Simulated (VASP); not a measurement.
A run of VASP 6.6.1:

Contents of INCAR:

```
SYSTEM = Ba
ALGO     = Fast           ! electronic algorithm
EDIFF    = 1E-6           ! SCF threshold, eV
ENCUT    = 520            ! plane-wave cutoff, eV
GGA      = PS             ! functional
ISIF     = 2              ! what is computed and relaxed
ISMEAR   = 0              ! smearing method
LASPH    = .TRUE.         ! aspherical terms in the spheres
LCHARG   = .FALSE.        ! write CHGCAR
LREAL    = .FALSE.        ! projectors in reciprocal space
LWAVE    = .FALSE.        ! write WAVECAR
NBANDS   = 11             ! bands
NELM     = 100            ! most SCF steps
PREC     = Accurate       ! precision mode
SIGMA    = 0.15           ! smearing width, eV
```

KPOINTS

```
k-points
0
G
  16 16 16
  0 0 0
```

The input POSCAR:

```
Ba
1.0
   -2.1839511618      2.1839511618      3.2759267428
    2.1839511618     -2.1839511618      3.2759267428
    2.1839511618      2.1839511618     -3.2759267428
Ba
1
Direct
    0.0000000000      0.0000000000      0.0000000000
```

Potentials or basis: VASP PAW PBE potentials, release 64 (Ba_sv).

Command:

```console
$ cat potpaw_PBE.64/Ba_sv/POTCAR > POTCAR
$ mpirun -np 1 vasp_std > vasp.out
```

Hardware: 1 thread of Intel(R) Xeon(R) Platinum 8259CL CPU @ 2.50GHz (Skylake/Cascade Lake), on a shared host.

Task: How long does it take, and how much memory?

Result: It took 2.8 min on 1 thread of Intel(R) Xeon(R) Platinum 8259CL CPU @ 2.50GHz (Skylake/Cascade Lake), on a shared host, peak memory 0.38 GiB. Counts: scf iterations 11, k points 349.
